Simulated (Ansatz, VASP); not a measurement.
**ZnS in VASP and in Ansatz**

```xyz
4
Lattice="2.6939 2.6939 0.0000 -2.7215 2.7215 0.0000 0.0000 0.0000 5.4760" Properties=species:S:1:pos:R:3 pbc="T T T"
Zn    0.0000    0.0000    0.0048
Zn   -0.0138    2.7077    2.7428
S     1.3470    1.3470    4.1023
S    -1.3608    1.3608    1.3642
```

Alike in both runs: task single point; functional PBE; k mesh 8 × 8 × 6; occupations gaussian, width 0.02 eV; no spin polarisation.

|  | VASP | Ansatz |
| --- | --- | --- |
| version | VASP 6.6.1 | Ansatz 0.2.0 |
| potentials or method | VASP PAW PBE potentials, release 64 (Zn, S), cutoff 520 eV | scalar-relativistic, plane waves, PAW |
| valence electrons in the cell | 36 | 36 |

```tsv
	VASP	Ansatz	Ansatz less VASP
gap on the k mesh at the Fermi level (eV)	2.00	1.99	-0.005
least direct gap on the mesh (eV)	2.00	1.99	-0.005
pressure (GPa)	0.5	0.3	-0.14
traceless stress, the component that is largest in VASP (GPa)	0.47	0.47	0.000
```
